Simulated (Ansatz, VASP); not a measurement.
One calculation of NiCl3, two programs

INCAR

```
SYSTEM = NiCl3
PREC = Accurate
ENCUT = 520
EDIFF = 1E-6
ISMEAR = 0
SIGMA = 0.05
LREAL = .False.
LASPH = .True.
NELM = 150
ALGO = Normal
ISIF = 2
LWAVE = .False.
LCHARG = .False.
ISPIN = 2
MAGMOM = 0.61 0 0 0
LORBIT = 11
LMAXMIX = 4
GGA = PS
NBANDS = 28
```

The input KPOINTS:

```
regular mesh
0
Gamma
  6 6 6
  0 0 0
```

File POSCAR:

```
NiCl3
1.0
    4.7490586127      0.0000000000      0.0000000000
    0.0000000000      4.7490586127      0.0000000000
    0.0000000000      0.0000000000      4.7490586127
Ni Cl
1 3
Direct
    0.0000000000      0.0000000000      0.0000000000
    0.5000000000      0.0000000000      0.0000000000
    0.0000000000      0.0000000000      0.5000000000
    0.0000000000      0.5000000000      0.0000000000
```

Input for Ansatz:

```yaml
crystal:
  lattice:
    - [4.7490586127, 0.0, 0.0]
    - [0.0, 4.7490586127, 0.0]
    - [0.0, 0.0, 4.7490586127]
  atoms:
    - { symbol: Ni, position: [0.0, 0.0, 0.0], spin: 0.61 }
    - { symbol: Cl, position: [0.5, 0.0, 0.0] }
    - { symbol: Cl, position: [0.0, 0.0, 0.5] }
    - { symbol: Cl, position: [0.0, 0.5, 0.0] }
basis:
  ecutwfc: 420
  ecutrho_ratio: 4
kpoints:
  mp_grid: { grid: [6, 6, 6] }
hamiltonian:
  xc: pbesol
scf:
  occupations: { method: gaussian, width: 0.05 }
output:
  forces: true
  stress: true
  eigenvalues: true
  populations: true
magnetization:
  spin_polarized: true
```

Alike in both runs: task single point; functional PBEsol; k mesh 6 × 6 × 6; occupations gaussian, width 0.05 eV; collinear spin.

|  | VASP | Ansatz |
| --- | --- | --- |
| version | VASP 6.6.1 | Ansatz 0.2.0 |
| potentials or method | VASP PAW PBE potentials, release 64 (Ni, Cl), cutoff 520 eV | scalar-relativistic, plane waves, PAW |
| valence electrons in the cell | 31 | 39 |

```csv
,VASP,Ansatz,Ansatz less VASP
gap on the k mesh at the Fermi level (eV),none,none,-
pressure (GPa),-5.6,-5.5,+0.06
net moment per atom (μB),0.27,0.27,0.000
size of the moment on the site where the two differ most (μB),0.53,0.54,+0.012
```

VASP's potentials were made for PBE, not for PBEsol. Site moments also hang on the region over which each program counts them. A gap of «none» marks a metal or a gap that the smearing closes. With one functional, cell and mesh, what is left measures potentials, basis and numerics. VASP's potentials hold 31 valence electrons a cell and Ansatz's 39, so a difference there can come from the potentials and not from the codes.
